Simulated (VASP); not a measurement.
Wanted: the native input for a VASP 6.6.1 run.

| Item | Value |
| --- | --- |
| Task | single point |
| Functional | PBEsol |
| Potentials or basis | VASP PAW PBE potentials, release 64 (C) |
| Cutoff | 520 eV |
| k mesh | 5 × 5 × 3 |
| Occupations | methfessel-paxton, width 0.1 eV |
| Spin | no spin polarisation |
| Dipole correction | no |
| Further INCAR settings | ALGO = Normal; EDIFF = 1e-06; NBANDS = 11 |

The structure of C lies in POSCAR:

```
C
1.0
    2.4564550000      0.0000000000      0.0000000000
    1.2281172243      2.1274160971      0.0000000000
   -1.1942913315     -0.6895656941      3.5028296911
C
2
Direct
    0.8333560000      0.8333560000      0.0000930000
    0.1666440000      0.1666440000      0.9999070000
```

One way to write it, as run:

INCAR

```
SYSTEM = C
PREC = Accurate
ENCUT = 520
EDIFF = 1E-6
ISMEAR = 1
SIGMA = 0.1
LREAL = .FALSE.
LASPH = .TRUE.
NELM = 100
ALGO = Normal
ISIF = 2
LWAVE = .FALSE.
LCHARG = .FALSE.
GGA = PS
NBANDS = 11
```

KPOINTS

```
Automatic mesh
0
G
  5 5 3
  0 0 0
```

Potentials or basis: VASP PAW PBE potentials, release 64 (C).

Run with:

```console
$ cat potpaw_PBE.64/C/POTCAR > POTCAR
$ mpirun -np 1 vasp_std > vasp.out
```

Results of the run:

```
Pressure               : 1.7 GPa
Band gap on the k mesh : 2.50 eV, indirect (least direct gap 2.70 eV)
```

Caveat: the k points lie up to 0.60 Å⁻¹ apart; the PAW data sets were made with another functional, which shifts forces and pressure a little; this functional lacks dispersion, which binds the layers, so the pressure and a relaxed spacing across them are unreliable.

It took 4.4 s on 1 thread of Intel(R) Xeon(R) Platinum 8488C (Sapphire Rapids), with other jobs on the host, peak memory 0.12 GiB.
